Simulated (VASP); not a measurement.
# Zn (P6_3/mmc) in VASP: notebook

Runs on Zn. Level: PBE. Tasks: single point.

Program: VASP 6.6.1. These are calculated values, not measurements. Logs are shortened: lines on timing, memory, paths and dates and some standing lists are left out, and cuts for length are marked.

### Step 1. The cell of the first run

It takes space group P6_3/mmc (No. 194, hexagonal). Conventional cell: a = 2.624 Å, b = 2.624 Å, c = 4.837 Å, α = 90.00°, β = 90.00°, γ = 120.00°. Within 3.5 Å of Zn (site symmetry -6m2) lie 12 Zn at 2.62 to 2.85 Å.

### Step 2. Single point, PBE (14.42 Å³/atom)

INCAR

```
SYSTEM = Zn
PREC = Accurate
ENCUT = 520
EDIFF = 1E-6
ISMEAR = 0
SIGMA = 0.1
LREAL = .FALSE.
LASPH = .TRUE.
NELM = 60
ALGO = Fast
ISIF = 2
LWAVE = .FALSE.
LCHARG = .FALSE.
GGA = PE
NBANDS = 19
```

KPOINTS

```
Automatic mesh
0
G
  18 18 8
  0 0 0
```

POSCAR

```
Zn
1.0
    2.6237118828      0.0000000000      0.0000000000
   -1.3118559414      2.2722011427      0.0000000000
    0.0000000000      0.0000000000      4.8369937370
Zn
2
Direct
    0.3333333333      0.6666666667      0.2500000000
    0.6666666667      0.3333333333      0.7500000000
```

Potentials or basis: VASP PAW PBE potentials, release 64 (Zn).

Started as:

```sh
$ cat potpaw_PBE.64/Zn/POTCAR > POTCAR
$ mpirun -np 1 vasp_std > vasp.out
```

OUTCAR:

```text
SYSTEM = Zn
   PREC = Accurate
   ENCUT = 520
   EDIFF = 1E-6
   ISMEAR = 0
   LREAL = .FALSE.
   LASPH = .TRUE.
   NELM = 60
   ISIF = 2
   GGA = PE

 ion  position               nearest neighbor table
   1  0.333  0.667  0.250-   2 2.85   2 2.85   2 2.85   2 2.85   2 2.85   2 2.85
   2  0.667  0.333  0.750-   1 2.85   1 2.85   1 2.85   1 2.85   1 2.85   1 2.85

  LATTYP: Found a hexagonal cell.
 ALAT       =     2.6237118828
 C/A-ratio  =     1.8435689409

  Lattice vectors:

 A1 = (   2.6237118828,   0.0000000000,   0.0000000000)
 A2 = (  -1.3118559414,   2.2722011427,   0.0000000000)
 A3 = (   0.0000000000,   0.0000000000,   4.8369937370)

Analysis of symmetry for initial positions (statically):
=====================================================================
 Subroutine PRICEL returns:
 Original cell was already a primitive cell.

 Routine SETGRP: Setting up the symmetry group for a
 hexagonal supercell.

 Subroutine GETGRP returns: Found 24 space group operations
 (whereof 12 operations were pure point group operations)
 out of a pool of 24 trial point group operations.

The static configuration has the point symmetry D_3d.
 The point group associated with its full space group is D_6h.

Analysis of symmetry for dynamics (positions and initial velocities):
=====================================================================
 Subroutine PRICEL returns:
 Original cell was already a primitive cell.

 Routine SETGRP: Setting up the symmetry group for a
 hexagonal supercell.

 Subroutine GETGRP returns: Found 24 space group operations
 (whereof 12 operations were pure point group operations)
 out of a pool of 24 trial point group operations.

The dynamic configuration has the point symmetry D_3d.
 The point group associated with its full space group is D_6h.

 Subroutine INISYM returns: Found 24 space group operations
 (whereof 12 operations are pure point group operations),
 and found     1 'primitive' translations

----------------------------------------------------------------------------------------

                                     Primitive cell

  volume of cell :      28.8362

  direct lattice vectors                    reciprocal lattice vectors
     2.623711883  0.000000000  0.000000000     0.381139410  0.220050941  0.000000000
    -1.311855941  2.272201143  0.000000000     0.000000000  0.440101882  0.000000000
     0.000000000  0.000000000  4.836993737     0.000000000  0.000000000  0.206739982

  length of vectors
     2.623711883  2.623711883  4.836993737     0.440101882  0.440101882  0.206739982

  position of ions in fractional coordinates (direct lattice)
     0.333333333  0.666666667  0.250000000
     0.666666667  0.333333333  0.750000000

  ion indices of the primitive-cell ions
   primitive index   ion index
                 1           1
                 2           2

----------------------------------------------------------------------------------------

 KPOINTS: Automatic mesh

Automatic generation of k-mesh.
 Grid dimensions read from file:
 generate k-points for:   18   18    8

 Generating k-lattice:

  Cartesian coordinates                     Fractional coordinates (reciprocal lattice)
     0.021174412  0.012225052  0.000000000     0.055555556 -0.000000000  0.000000000
     0.000000000  0.024450105  0.000000000     0.000000000  0.055555556  0.000000000
     0.000000000  0.000000000  0.025842498     0.000000000  0.000000000  0.125000000

  Length of vectors
     0.024450105  0.024450105  0.025842498

  Shift w.r.t. Gamma in fractional coordinates (k-lattice)
     0.000000000  0.000000000  0.000000000

 Subroutine IBZKPT returns following result:
 ===========================================

 Found    185 irreducible k-points:

 Following reciprocal coordinates:
            Coordinates               Weight
  0.000000  0.000000  0.000000      1.000000
  0.055556  0.000000  0.000000      6.000000
  0.111111  0.000000  0.000000      6.000000
  0.166667  0.000000  0.000000      6.000000
  0.222222  0.000000  0.000000      6.000000
  0.277778  0.000000  0.000000      6.000000
[... 16 lines left out ...]
  0.333333  0.111111  0.000000     12.000000
  0.388889  0.111111  0.000000     12.000000
 [... further k-points ...]
   k-points           NKPTS =    185   k-points in BZ     NKDIM =    185   number of bands    NBANDS=     19
   number of dos      NEDOS =    301   number of ions     NIONS =      2
   total plane-waves  NPLWV =  14400
   dimension x,y,z NGX =    20 NGY =   20 NGZ =   36
   dimension x,y,z NGXF=    40 NGYF=   40 NGZF=   72
   ions per type =               2
   NGX,Y,Z   is equivalent  to a cutoff of  12.67, 12.67, 12.37 a.u.
   NGXF,Y,Z  is equivalent  to a cutoff of  25.35, 25.35, 24.75 a.u.
 SYSTEM =  Zn
   PREC   = accura    normal or accurate (medium, high low for compatibility)
   ISTART =      0    job   : 0-new  1-cont  2-samecut
   ICHARG =      2    charge: 1-file 2-atom 10-const
   ISPIN  =      1    spin polarized calculation?
   LNONCOLLINEAR =      F non collinear calculations
   LSORBIT =      F    spin-orbit coupling
   LASPH  =      T    aspherical Exc in radial PAW
   ENCUT  =  520.0 eV  38.22 Ry    6.18 a.u.   4.88  4.88  8.99*2*pi/ulx,y,z
   NELM   =     60;   NELMIN=  2; NELMDL= -5     # of ELM steps
   EDIFF  = 0.1E-05   stopping-criterion for ELM
   LREAL  =      F    real-space projection
   EDIFFG = 0.1E-04   stopping-criterion for IOM
   NSW    =      0    number of steps for IOM
   IBRION =     -1    ionic relax: 0-MD 1-quasi-New 2-CG
   NFREE  =      0    steps in history (QN), initial steepest desc. (CG)
   ISIF   =      2    stress and relaxation
   ISYM   =      2    0-nonsym 1-usesym 2-fastsym
   POTIM  = 0.5000    time-step for ionic-motion
   TEBEG  =    0.0;   TEEND  =   0.0 temperature during run
   PSTRESS=    0.0 pullay stress
   NELECT =      24.0000    total number of electrons
   NUPDOWN=      -1.0000    fix difference up-down
   EMIN   =  10.00;   EMAX   =-10.00  energy-range for DOS
   EFERMI =   0.00;   METHOD = LEGACY
   ISMEAR =     0;   SIGMA  =   0.10  broadening in eV -4-tet -1-fermi 0-gaus
   EFERMI_NEDOS =   21; number of points for ismear=-14 and -15
   IALGO  =     68    algorithm
   IMIX   =      4    mixing-type and parameters
     AMIX     =   0.40;   BMIX     =  1.00
     AMIX_MAG =   1.60;   BMIX_MAG =  1.00
  volume/ion in A,a.u.               =      14.42        97.30
  Fermi-wavevector in a.u.,A,eV,Ry     =   1.539923  2.910033 32.264364  2.371364
  Thomas-Fermi vector in A             =   2.646083
   LORBIT       =      0    0 simple, 1 ext, 2 COOP (PROOUT), +10 PAW based schemes
   GGA     = PE    functional components
   LHFCALC =     F    Hartree Fock is set to
   AEXX    =    0.0000 exact exchange contribution
   IVDW    =     0    specifies the selected vdW correction
   LEPSILON=     F    determine dielectric tensor
   LRPA    =     F    only Hartree local field effects (RPA)
 non-spin polarized calculation
 RMM-DIIS sequential band-by-band and
 Gauss-broadening in eV      SIGMA  =   0.10
  energy-cutoff  :      520.00
  volume of cell :       28.84
 maximum number of plane-waves:       804
 NGX is ok and might be reduce to    20
   NGX =  9   NGY =  9   NGZ = 17

 number of electron      24.0000040 magnetization

 Free energy of the ion-electron system (eV)
  ---------------------------------------------------
  ext. energy  EPLUGINS =         0.00000000
  ---------------------------------------------------
  free energy    TOTEN  =        -2.19535379 eV

  energy without entropy =       -2.19291187  energy(sigma->0) =       -2.19413283

 E-fermi :   3.6525     XC(G=0): -11.8356

 val. band max:        3.6461093292   @ k =   0.1667   0.1111   0.1250
 cond. band min:       3.6726523655   @ k =   0.3333   0.3333   0.1250
 fundamental gap:      0.0265430363
 Fermi energy:         3.6525427950

 k-point     1 :       0.0000    0.0000    0.0000
  band No.  band energies     occupation
      1      -7.3304      2.00000
      2      -5.3425      2.00000
      3      -4.5656      2.00000
      4      -4.3217      2.00000
      5      -4.3217      2.00000
      6      -4.2641      2.00000
[... 11 lines left out ...]
     18      23.1189      0.00000
     19      23.1620      0.00000

 k-point     2 :       0.0556    0.0000    0.0000
  band No.  band energies     occupation
      1      -7.2358      2.00000
      2      -5.2997      2.00000
      3      -4.5557      2.00000
      4      -4.3315      2.00000
      5      -4.2983      2.00000
      6      -4.2751      2.00000
[... 11 lines left out ...]
     18      22.2543      0.00000
     19      24.1159      0.00000

 k-point     3 :       0.1111    0.0000    0.0000
  band No.  band energies     occupation
      1      -6.9554      2.00000
      2      -5.1824      2.00000
      3      -4.5339      2.00000
      4      -4.3531      2.00000
      5      -4.2974      2.00000
      6      -4.2304      2.00000
[... 11 lines left out ...]
     18      21.6714      0.00000
     19      23.6083      0.00000

 k-point     4 :       0.1667    0.0000    0.0000
  band No.  band energies     occupation
      1      -6.5038      2.00000
      2      -5.0297      2.00000
      3      -4.5191      2.00000
      4      -4.3836      2.00000
      5      -4.2754      2.00000
      6      -4.1838      2.00000
[... 407 lines left out ...]
     18      17.8527      0.00000
     19      18.8692      0.00000

 k-point    23 :       0.3333    0.1111    0.0000
  band No.  band energies     occupation
      1      -4.9715      2.00000
      2      -4.8902      2.00000
      3      -4.7763      2.00000
      4      -4.3052      2.00000
      5      -4.2263      2.00000
      6      -4.1589      2.00000
[... 11 lines left out ...]
     18      17.3547      0.00000
     19      18.4580      0.00000

 k-point    24 :       0.3889    0.1111    0.0000
  band No.  band energies     occupation
      1      -5.0129      2.00000
      2      -4.9117      2.00000
      3      -4.8274      2.00000
      4      -4.3212      2.00000
      5      -4.2009      2.00000
      6      -4.1732      2.00000
[... 11 lines left out ...]
     18      17.0476      0.00000
     19      18.2077      0.00000

 [... further k-points ...]

------------------------ aborting loop because EDIFF is reached ----------------------------------------

  FORCE on cell =-STRESS in cart. coord.  units (eV):
  Direction    XX          YY          ZZ          XY          YZ          ZX
  --------------------------------------------------------------------------------------
  -------------------------------------------------------------------------------------
  Total        0.7961339      0.7961339      0.7686616      0.0000000      0.0000000     -0.0000000
  in kB       44.2342101     44.2342101     42.7078126      0.0000000      0.0000000     -0.0000000
  external PRESSURE =      43.7254109 kB  Pullay stress =       0.0000000 kB

 VOLUME and BASIS-vectors are now :
 -----------------------------------------------------------------------------
  energy-cutoff  :      520.00
  volume of cell :       28.84
      direct lattice vectors                 reciprocal lattice vectors
     2.623711883  0.000000000  0.000000000     0.381139410  0.220050941  0.000000000
    -1.311855941  2.272201143  0.000000000     0.000000000  0.440101882  0.000000000
     0.000000000  0.000000000  4.836993737     0.000000000  0.000000000  0.206739982

 POSITION                                       TOTAL-FORCE (eV/Angst)
 -----------------------------------------------------------------------------------
     -0.00000      1.51480      1.20925        -0.000000      0.000000      0.000000
      1.31186      0.75740      3.62775         0.000000     -0.000000      0.000000
 -----------------------------------------------------------------------------------
    total drift:                               -0.000000      0.000000      0.000000

  FREE ENERGIE OF THE ION-ELECTRON SYSTEM (eV)
  ---------------------------------------------------
  free  energy   TOTEN  =        -2.1953537895 eV

  energy  without entropy=       -2.1929118681  energy(sigma->0) =       -2.19413283
```

Run time: 1.9 min. Hardware: 1 thread of Intel Xeon 8259CL, shared host; peak memory 0.2 GiB.

Results:

```
Free energy            : -2.1954 eV
Pressure               : 4.4 GPa
Band gap on the k mesh : zero (bands 12 and 13 overlap by 4.54 eV)
```

Levels at points of the mesh, in eV from the Fermi level:
| k point | band 10 | band 11 | band 12 | band 13 | band 14 | band 15 |
| --- | --- | --- | --- | --- | --- | --- |
| (0.00, 0.00, 0.00) | -7.33 | -7.33 | -4.02 | -3.07 | 14.21 | 17.85 |
| (0.50, 0.00, 0.00) | -7.12 | -3.18 | -2.38 | 2.66 | 3.45 | 4.31 |
| (0.00, 0.00, 0.50) | -7.43 | -7.43 | -7.43 | 4.75 | 4.75 | 19.22 |
| (0.50, 0.00, 0.50) | -7.13 | -2.19 | -2.19 | 0.07 | 0.07 | 10.44 |

Caveat: the cell stands under pressure.

### Step 3. Single point, PBE (14.88 Å³/atom)

This run uses another cell than the first one, of 14.88 Å³/atom.

INCAR

```
ALGO = Fast
EDIFF = 1E-6
ENCUT = 520
GGA = PE
ISIF = 2
ISMEAR = 0
LASPH = True
LCHARG = False
LREAL = False
LWAVE = False
NBANDS = 19
NELM = 100
PREC = Accurate
SIGMA = 0.1
```

KPOINTS

```
k-points
0
Gamma
  18 18 8
```

POSCAR

```
Zn
1.0
    2.6195654560      0.0000000000      0.0000000000
   -1.3097827280      2.2686102318      0.0000000000
    0.0000000000      0.0000000000      5.0071797314
Zn
2
Direct
    0.3333333333      0.6666666667      0.2500000000
    0.6666666667      0.3333333333      0.7500000000
```

Potentials or basis: VASP PAW PBE potentials, release 64 (Zn).

Started as:

```sh
$ cat potpaw_PBE.64/Zn/POTCAR > POTCAR
$ mpirun -np 1 vasp_std > vasp.out
```

Run time: 1.9 min. Hardware: 1 thread of Intel Xeon 8259CL, shared host; peak memory 0.2 GiB.

It converged, with:

```yaml
Free_energy: -2.2135 eV
Pressure: 2.8 GPa
Band_gap_on_the_k_mesh: zero (bands 12 and 13 overlap by 5.11 eV)
```

Stress tensor (GPa, compression positive):
```
2.93 0.00 0.00
0.00 2.93 0.00
0.00 0.00 2.54
```

Levels at points of the mesh, in eV from the Fermi level:
```tsv
k point	band 8	band 9	band 10	band 11	band 12	band 13	band 14	band 15	band 16	band 17
(0.00, 0.00, 0.00)	-7.40	-7.40	-7.21	-7.21	-3.94	-3.42	12.78	16.60	18.27	18.27
(0.50, 0.00, 0.00)	-7.24	-7.00	-6.98	-2.88	-2.10	2.43	3.52	4.01	5.65	10.64
(0.00, 0.00, 0.50)	-7.79	-7.29	-7.29	-7.29	-7.29	4.04	4.04	19.53	19.53	19.53
(0.50, 0.00, 0.50)	-7.25	-6.99	-6.99	-1.95	-1.95	0.22	0.22	9.84	9.84	12.40
```

(Part 1 of 2 ends here.)
